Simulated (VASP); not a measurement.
A run of VASP 6.6.1 is set up as follows.

Contents of INCAR:

```
PREC = Accurate ; ENCUT = 520
EDIFF = 1E-6 ; ISMEAR = 0
SIGMA = 0.02 ; LREAL = F
LASPH = T ; NELM = 100
ALGO = Normal ; ISIF = 2
LWAVE = F ; LCHARG = F
GGA = CA ; NBANDS = 35
```

KPOINTS

```
Automatic mesh
0
Gamma
  12 12 2
```

File POSCAR:

```
Te2Mo
1.0
    3.4728896294      0.0000000000      0.0000000000
   -1.7364448147      3.0076106436      0.0000000000
    0.0000000000      0.0000000000     13.7686843818
Te Mo
4 2
Direct
    0.3333333333      0.6666666667      0.6195394966
    0.6666666667      0.3333333333      0.1195394966
    0.6666666667      0.3333333333      0.3804605034
    0.3333333333      0.6666666667      0.8804605034
    0.3333333333      0.6666666667      0.2500000000
    0.6666666667      0.3333333333      0.7500000000
```

Potentials or basis: VASP PAW LDA potentials, release 64 (Te, Mo_sv).

Launch:

```console
$ cat potpaw_LDA.64/Te/POTCAR potpaw_LDA.64/Mo_sv/POTCAR > POTCAR
$ mpirun -np 1 vasp_std > vasp.out
```

Task: Predict the pressure.

Result: 0.3 GPa.

Task: Predict the band gap on the k mesh.

Result: 0.68 eV (least direct gap 1.10 eV).

Task: Predict the largest force.

Result: 0.054 eV/Å.

Stress tensor (GPa, compression positive):
```
0.20 0.00 0.00
0.00 0.20 0.00
0.00 0.00 0.38
```

Caveat: spin-orbit coupling is left out, which moves the levels of the heavy elements. A k mesh can miss the band edges.
